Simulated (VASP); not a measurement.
# Sn (I4/mmm) in VASP: a series of runs

Sn is run at these levels: r2SCAN; tasks: single point.

All numbers are computed with VASP 6.6.1; they aren't measurements. Logs are shortened: lines on timing, memory, paths and dates and some standing lists are left out, and cuts for length are marked.

## 1. The cell of the first run

The structure is tetragonal, space group I4/mmm (No. 139). The conventional cell has a = 3.976 Å, b = 3.976 Å, c = 3.254 Å, α = 90.00°, β = 90.00°, γ = 90.00°. Within 4.3 Å of Sn (site symmetry 4/mmm) lie 14 Sn at 3.25 to 3.98 Å.

## 2. Single point, r2SCAN

POSCAR

```
Sn
1.0
   -1.9877657590      1.9877657590      1.6268574157
    1.9877657590     -1.9877657590      1.6268574157
    1.9877657590      1.9877657590     -1.6268574157
Sn
1
Direct
    0.0000000000      0.0000000000      0.0000000000
```

INCAR.step1

```
  ALGO = Normal
  EDIFF = 1E-4
  ENCUT = 520
  GGA = PE
  ISMEAR = -1
  LASPH = True
  LCHARG = False
  LREAL = False
  LWAVE = True
  NBANDS = 13
  NELM = 60
  PREC = Accurate
  SIGMA = 0.05
```

INCAR.step2

```
  ALGO = Normal
  EDIFF = 1E-6
  ENCUT = 520
  ISIF = 2
  ISMEAR = -1
  ISTART = 1
  LASPH = True
  LCHARG = True
  LELF = True
  LMIXTAU = True
  LREAL = False
  LVHAR = True
  LWAVE = False
  METAGGA = R2SCAN
  NBANDS = 13
  NELM = 60
  PREC = Accurate
  SIGMA = 0.05
```

KPOINTS

```
k-points
0
Gamma
  10 10 10
```

Potentials or basis: VASP PAW PBE potentials, release 64 (Sn_d).

The run is started by

```bash
> cat potpaw_PBE.64/Sn_d/POTCAR > POTCAR
> cp INCAR.step1 INCAR
> mpirun -np 1 vasp_std > vasp.out
> cp INCAR.step2 INCAR
> mpirun -np 1 vasp_std > vasp.out
```

OUTCAR:

```text
EDIFF = 1E-6
   ENCUT = 520
   ISIF = 2
   ISMEAR = -1
   ISTART = 1
   LASPH = True
   LREAL = False
   METAGGA = R2SCAN
   NELM = 60
   PREC = Accurate

 ion  position               nearest neighbor table
   1  0.000  0.000  0.000-

  LATTYP: Found a body centered tetragonal cell.
 ALAT       =     3.9755315180
 C/A-ratio  =     0.8184351744

  Lattice vectors:

 A1 = (  -1.9877657590,   1.9877657590,   1.6268574157)
 A2 = (   1.9877657590,  -1.9877657590,   1.6268574157)
 A3 = (   1.9877657590,   1.9877657590,  -1.6268574157)

Analysis of symmetry for initial positions (statically):
=====================================================================
 Subroutine PRICEL returns:
 Original cell was already a primitive cell.

 Routine SETGRP: Setting up the symmetry group for a
 body centered tetragonal supercell.

 Subroutine GETGRP returns: Found 16 space group operations
 (whereof 16 operations were pure point group operations)
 out of a pool of 16 trial point group operations.

The static configuration has the point symmetry D_4h.

Analysis of symmetry for dynamics (positions and initial velocities):
=====================================================================
 Subroutine PRICEL returns:
 Original cell was already a primitive cell.

 Routine SETGRP: Setting up the symmetry group for a
 body centered tetragonal supercell.

 Subroutine GETGRP returns: Found 16 space group operations
 (whereof 16 operations were pure point group operations)
 out of a pool of 16 trial point group operations.

The dynamic configuration has the point symmetry D_4h.

 Subroutine INISYM returns: Found 16 space group operations
 (whereof 16 operations are pure point group operations),
 and found     1 'primitive' translations

----------------------------------------------------------------------------------------

                                     Primitive cell

  volume of cell :      25.7122

  direct lattice vectors                    reciprocal lattice vectors
    -1.987765759  1.987765759  1.626857416     0.000000000  0.251538692  0.307341009
     1.987765759 -1.987765759  1.626857416     0.251538692  0.000000000  0.307341009
     1.987765759  1.987765759 -1.626857416     0.251538692  0.251538692  0.000000000

  length of vectors
     3.247936341  3.247936341  3.247936341     0.397152628  0.397152628  0.355729430

  position of ions in fractional coordinates (direct lattice)
     0.000000000  0.000000000  0.000000000

  ion indices of the primitive-cell ions
   primitive index   ion index
                 1           1

----------------------------------------------------------------------------------------

 KPOINTS: k-points

Automatic generation of k-mesh.
 Grid dimensions read from file:
 generate k-points for:   10   10   10

 Generating k-lattice:

  Cartesian coordinates                     Fractional coordinates (reciprocal lattice)
     0.000000000  0.025153869  0.030734101     0.100000000  0.000000000 -0.000000000
     0.025153869  0.000000000  0.030734101     0.000000000  0.100000000 -0.000000000
     0.025153869  0.025153869  0.000000000     0.000000000  0.000000000  0.100000000

  Length of vectors
     0.039715263  0.039715263  0.035572943

  Shift w.r.t. Gamma in fractional coordinates (k-lattice)
     0.000000000  0.000000000  0.000000000

 Subroutine IBZKPT returns following result:
 ===========================================

 Found    102 irreducible k-points:

 Following reciprocal coordinates:
            Coordinates               Weight
  0.000000  0.000000  0.000000      1.000000
  0.100000 -0.000000  0.000000      8.000000
  0.200000 -0.000000  0.000000      8.000000
  0.300000  0.000000  0.000000      8.000000
  0.400000 -0.000000  0.000000      8.000000
  0.500000 -0.000000  0.000000      4.000000
[... 16 lines left out ...]
  0.300000  0.300000  0.000000      8.000000
  0.400000  0.300000  0.000000     16.000000
 [... further k-points ...]
   k-points           NKPTS =    102   k-points in BZ     NKDIM =    102   number of bands    NBANDS=     13
   number of dos      NEDOS =    301   number of ions     NIONS =      1
   total plane-waves  NPLWV =  13824
   dimension x,y,z NGX =    24 NGY =   24 NGZ =   24
   dimension x,y,z NGXF=    48 NGYF=   48 NGZF=   48
   ions per type =               1
   NGX,Y,Z   is equivalent  to a cutoff of  12.28, 12.28, 12.28 a.u.
   NGXF,Y,Z  is equivalent  to a cutoff of  24.57, 24.57, 24.57 a.u.
 SYSTEM =  unknown system
   PREC   = accura    normal or accurate (medium, high low for compatibility)
   ISTART =      1    job   : 0-new  1-cont  2-samecut
   ICHARG =      0    charge: 1-file 2-atom 10-const
   ISPIN  =      1    spin polarized calculation?
   LNONCOLLINEAR =      F non collinear calculations
   LSORBIT =      F    spin-orbit coupling
   LASPH  =      T    aspherical Exc in radial PAW
   ENCUT  =  520.0 eV  38.22 Ry    6.18 a.u.   6.04  6.04  6.04*2*pi/ulx,y,z
   NELM   =     60;   NELMIN=  2; NELMDL=  0     # of ELM steps
   EDIFF  = 0.1E-05   stopping-criterion for ELM
   LREAL  =      F    real-space projection
   EDIFFG = 0.1E-04   stopping-criterion for IOM
   NSW    =      0    number of steps for IOM
   IBRION =     -1    ionic relax: 0-MD 1-quasi-New 2-CG
   NFREE  =      0    steps in history (QN), initial steepest desc. (CG)
   ISIF   =      2    stress and relaxation
   ISYM   =      2    0-nonsym 1-usesym 2-fastsym
   POTIM  = 0.5000    time-step for ionic-motion
   TEBEG  =    0.0;   TEEND  =   0.0 temperature during run
   PSTRESS=    0.0 pullay stress
   NELECT =      14.0000    total number of electrons
   NUPDOWN=      -1.0000    fix difference up-down
   EMIN   =  10.00;   EMAX   =-10.00  energy-range for DOS
   EFERMI =   0.00;   METHOD = LEGACY
   ISMEAR =    -1;   SIGMA  =   0.05  broadening in eV -4-tet -1-fermi 0-gaus
   EFERMI_NEDOS =   21; number of points for ismear=-14 and -15
   IALGO  =     38    algorithm
   IMIX   =      4    mixing-type and parameters
     AMIX     =   0.40;   BMIX     =  1.00
     AMIX_MAG =   1.60;   BMIX_MAG =  1.00
  volume/ion in A,a.u.               =      25.71       173.51
  Fermi-wavevector in a.u.,A,eV,Ry     =   1.336814  2.526212 24.314574  1.787071
  Thomas-Fermi vector in A             =   2.465411
   LORBIT       =      0    0 simple, 1 ext, 2 COOP (PROOUT), +10 PAW based schemes
   METAGGA = R2SCAN    functional components
   LHFCALC =     F    Hartree Fock is set to
   AEXX    =    0.0000 exact exchange contribution
   IVDW    =     0    specifies the selected vdW correction
   LEPSILON=     F    determine dielectric tensor
   LRPA    =     F    only Hartree local field effects (RPA)
 non-spin polarized calculation
  energy-cutoff  :      520.00
  volume of cell :       25.71
 maximum number of plane-waves:       713
   NGX = 13   NGY = 13   NGZ = 13

 number of electron      13.9999992 magnetization

 Free energy of the ion-electron system (eV)
  ---------------------------------------------------
  ext. energy  EPLUGINS =         0.00000000
  ---------------------------------------------------
  free energy    TOTEN  =       -24.50103831 eV

  energy without entropy =      -24.49754265  energy(sigma->0) =      -24.49929048

 E-fermi :   8.7053     XC(G=0): -11.5519

 val. band max:        8.6494701566   @ k =   0.2000   0.2000   0.0000
 cond. band min:       8.7088498849   @ k =  -0.3000   0.3000   0.3000
 fundamental gap:      0.0593797282
 Fermi energy:         8.7052797930

 k-point     1 :       0.0000    0.0000    0.0000
  band No.  band energies     occupation
      1     -13.6277      2.00000
      2     -13.5270      2.00000
      3     -13.5270      2.00000
      4     -13.5229      2.00000
      5     -13.3729      2.00000
      6      -3.3986      2.00000
      7      16.2922      0.00000
      8      16.2922      0.00000
      9      19.4220      0.00000
     10      19.6631      0.00000
     11      21.4361      0.00000
     12      22.2116      0.00000
     13      22.2116      0.00000

 k-point     2 :       0.1000   -0.0000    0.0000
  band No.  band energies     occupation
      1     -13.6156      2.00000
      2     -13.5288      2.00000
      3     -13.5224      2.00000
      4     -13.5062      2.00000
      5     -13.3798      2.00000
      6      -3.1342      2.00000
      7      15.4604      0.00000
      8      15.6823      0.00000
      9      17.5470      0.00000
     10      20.3001      0.00000
     11      20.6824      0.00000
     12      21.2632      0.00000
     13      22.5213      0.00000

 k-point     3 :       0.2000   -0.0000    0.0000
  band No.  band energies     occupation
      1     -13.6114      2.00000
      2     -13.5378      2.00000
      3     -13.4822      2.00000
      4     -13.4613      2.00000
      5     -13.3963      2.00000
      6      -2.3374      2.00000
      7      13.2886      0.00000
      8      14.1396      0.00000
      9      15.2331      0.00000
     10      18.8180      0.00000
     11      19.1368      0.00000
     12      22.8020      0.00000
     13      23.3230      0.00000
[... 305 lines left out ...]
 k-point    23 :       0.3000    0.3000    0.0000
  band No.  band energies     occupation
      1     -13.6142      2.00000
      2     -13.5039      2.00000
      3     -13.4298      2.00000
      4     -13.4191      2.00000
      5     -13.3485      2.00000
      6       3.5161      2.00000
      7       5.2488      2.00000
      8       6.9482      2.00000
      9      12.9138      0.00000
     10      18.6403      0.00000
     11      19.9694      0.00000
     12      25.6139      0.00000
     13      26.1167      0.00000

 k-point    24 :       0.4000    0.3000    0.0000
  band No.  band energies     occupation
      1     -13.5937      2.00000
      2     -13.4887      2.00000
      3     -13.4526      2.00000
      4     -13.4127      2.00000
      5     -13.3852      2.00000
      6       2.3712      2.00000
      7       5.8080      2.00000
      8       7.4711      2.00000
      9      13.6252      0.00000
     10      18.7510      0.00000
     11      20.9958      0.00000
     12      26.2062      0.00000
     13      26.5614      0.00000

 [... further k-points ...]

------------------------ aborting loop because EDIFF is reached ----------------------------------------

  FORCE on cell =-STRESS in cart. coord.  units (eV):
  Direction    XX          YY          ZZ          XY          YZ          ZX
  --------------------------------------------------------------------------------------
  -------------------------------------------------------------------------------------
  Total        0.4137825      0.4137825      0.6744302      0.0000000      0.0000000      0.0000000
  in kB       25.7835573     25.7835573     42.0249991      0.0000000      0.0000000      0.0000000
  external PRESSURE =      31.1973712 kB  Pullay stress =       0.0000000 kB

 VOLUME and BASIS-vectors are now :
 -----------------------------------------------------------------------------
  energy-cutoff  :      520.00
  volume of cell :       25.71
      direct lattice vectors                 reciprocal lattice vectors
    -1.987765759  1.987765759  1.626857416     0.000000000  0.251538692  0.307341009
     1.987765759 -1.987765759  1.626857416     0.251538692  0.000000000  0.307341009
     1.987765759  1.987765759 -1.626857416     0.251538692  0.251538692  0.000000000

 POSITION                                       TOTAL-FORCE (eV/Angst)
 -----------------------------------------------------------------------------------
      0.00000      0.00000      0.00000        -0.000000     -0.000000      0.000000
 -----------------------------------------------------------------------------------
    total drift:                               -0.000000      0.000000      0.000000

  FREE ENERGIE OF THE ION-ELECTRON SYSTEM (eV)
  ---------------------------------------------------
  free  energy   TOTEN  =       -24.5010383084 eV

  energy  without entropy=      -24.4975426497  energy(sigma->0) =      -24.49929048
```

It took 31 s on 1 thread of Intel Xeon 6975P-C (Granite Rapids), shared host; peak memory 0.16 GiB.

What came out:

* Free energy: -24.5010 eV
* Pressure: 3.1 GPa
* Band gap on the k mesh: zero (bands 7 and 8 overlap by 9.93 eV)

Stress tensor (GPa, compression positive):
```
2.58 0.00 0.00
0.00 2.58 0.00
0.00 0.00 4.20
```

Caveat: the cell stands under pressure; the PAW data sets were made with another functional, which shifts forces and pressure a little; spin-orbit coupling is left out, which moves the levels of the heavy elements.

## 3. Single point, r2SCAN

This run uses another cell than the first one, of 26.26 Å³/atom.

POSCAR

```
Sn
1.0
   -2.0017645706      2.0017645706      1.6383145356
    2.0017645706     -2.0017645706      1.6383145356
    2.0017645706      2.0017645706     -1.6383145356
Sn
1
Direct
    0.0000000000      0.0000000000      0.0000000000
```

INCAR.step1

```
ALGO = Normal
EDIFF = 1E-4
ENCUT = 520
GGA = PE
ISMEAR = -1
LASPH = T
LCHARG = F
LREAL = F
LWAVE = T
NBANDS = 13
NELM = 80
PREC = Accurate
SIGMA = 0.05
```

INCAR.step2

```
ALGO = Normal
EDIFF = 1E-7
ENCUT = 520
ISIF = 2
ISMEAR = -1
ISTART = 1
LASPH = T
LCHARG = T
LELF = T
LMIXTAU = T
LREAL = F
LVHAR = T
LWAVE = F
METAGGA = R2SCAN
NBANDS = 13
NELM = 80
PREC = Accurate
SIGMA = 0.05
```

KPOINTS is that of step 2.

Potentials or basis: VASP PAW PBE potentials, release 64 (Sn_d).

The run is started by

```bash
> cat potpaw_PBE.64/Sn_d/POTCAR > POTCAR
> cp INCAR.step1 INCAR
> mpirun -np 1 vasp_std > vasp.out
> cp INCAR.step2 INCAR
> mpirun -np 1 vasp_std > vasp.out
```

Run time: 32 s. Hardware: 1 thread of Intel Xeon 6975P-C (Granite Rapids), shared host; peak memory 0.16 GiB.

It converged, with:

* Free energy: -24.5096 eV
* Pressure: 1.7 GPa
* Band gap on the k mesh: zero (bands 7 and 8 overlap by 9.71 eV)

Stress tensor (GPa, compression positive):
```
1.31 0.00 0.00
0.00 1.31 0.00
0.00 0.00 2.62
```

Levels at points of the mesh, in eV from the Fermi level:
| k point | band 5 | band 6 | band 7 | band 8 | band 9 | band 10 |
| --- | --- | --- | --- | --- | --- | --- |
| (0.00, 0.00, 0.00) | -22.06 | -11.92 | 7.46 | 7.46 | 10.46 | 10.85 |
| (0.50, 0.00, 0.00) | -22.00 | -5.94 | -4.64 | 3.30 | 4.80 | 7.79 |
| (0.50, 0.50, 0.00) | -22.01 | -7.68 | -5.16 | 6.38 | 8.58 | 11.29 |
| (0.50, 0.50, 0.50) | -21.99 | -3.16 | -1.85 | -1.85 | 2.75 | 3.42 |

Caveat: the PAW data sets were made with another functional, which shifts forces and pressure a little; spin-orbit coupling is left out, which moves the levels of the heavy elements.

## 4. Single point, r2SCAN

This run uses another cell than the first one, of 26.81 Å³/atom.

POSCAR

```
Sn
1.0
   -2.0155702798      2.0155702798      1.6496136136
    2.0155702798     -2.0155702798      1.6496136136
    2.0155702798      2.0155702798     -1.6496136136
Sn
1
Direct
    0.0000000000      0.0000000000      0.0000000000
```

INCAR.step1

```
SYSTEM = Sn
PREC = Accurate ; ENCUT = 520
ISMEAR = -1 ; SIGMA = 0.05
LREAL = .FALSE. ; LASPH = .TRUE.
NELM = 100 ; NBANDS = 13
GGA = PE ; ALGO = Normal
EDIFF = 1E-4 ; LWAVE = .TRUE.
LCHARG = .FALSE.
```

INCAR.step2

```
SYSTEM = Sn
PREC = Accurate ; ENCUT = 520
EDIFF = 1E-6 ; ISMEAR = -1
SIGMA = 0.05 ; LREAL = .FALSE.
LASPH = .TRUE. ; NELM = 100
ALGO = Normal ; ISIF = 2
LWAVE = .FALSE. ; LCHARG = .FALSE.
METAGGA = R2SCAN ; LMIXTAU = .TRUE.
NBANDS = 13 ; ISTART = 1
```

KPOINTS

```
Automatic mesh
0
G
  10 10 10
  0 0 0
```

The run is started by

```bash
> cat potpaw_PBE.64/Sn_d/POTCAR > POTCAR
> cp INCAR.step1 INCAR
> mpirun -np 1 vasp_std > vasp.out
> cp INCAR.step2 INCAR
> mpirun -np 1 vasp_std > vasp.out
```

Run time: 28 s. Hardware: 1 thread of Intel Xeon 6975P-C (Granite Rapids), shared host; peak memory 0.16 GiB.

It converged, with:

```
Free energy            : -24.5137 eV
Pressure               : 0.6 GPa
Band gap on the k mesh : zero (bands 7 and 8 overlap by 9.50 eV)
```

Stress tensor (GPa, compression positive):
```
0.22 0.00 0.00
0.00 0.22 0.00
0.00 0.00 1.22
```

Levels at points of the mesh, in eV from the Fermi level:
```
           k point  band 5  band 6  band 7  band 8  band 9  band 10
(0.00, 0.00, 0.00)  -22.04  -11.74    7.32    7.32   10.22    10.75
(0.50, 0.00, 0.00)  -21.99   -5.92   -4.52    3.25    4.75     7.75
(0.50, 0.50, 0.00)  -21.99   -7.62   -5.03    6.27    8.43    11.14
(0.50, 0.50, 0.50)  -21.97   -3.24   -1.79   -1.79    2.72     3.46
```

Caveat: the PAW data sets were made with another functional, which shifts forces and pressure a little; spin-orbit coupling is left out, which moves the levels of the heavy elements.

## 5. The runs side by side

| cell | gap on the mesh (eV) | pressure (GPa) |
| --- | --- | --- |
| a = 3.248 Å, angles 104.5, 104.5, 119.9°, 1 atom | none | 3.1 |
| a = 3.271 Å, angles 104.5, 104.5, 119.9°, 1 atom | none | 1.7 |
| a = 3.293 Å, angles 104.5, 104.5, 119.9°, 1 atom | none | 0.6 |

Alike in all rows: task single point; level r2SCAN; potentials or basis VASP PAW PBE potentials, release 64 (Sn_d); no spin polarisation; k mesh 10 × 10 × 10; cutoff (eV) 520; smearing fermi-dirac 0.05 eV.

Caveats: the PAW data sets were made with another functional, which shifts forces and pressure a little; spin-orbit coupling is left out, which moves the levels of the heavy elements; the cell stands under pressure (at least some runs).

Total energies depend on the potentials used, so only differences within one code and one set of settings carry meaning.
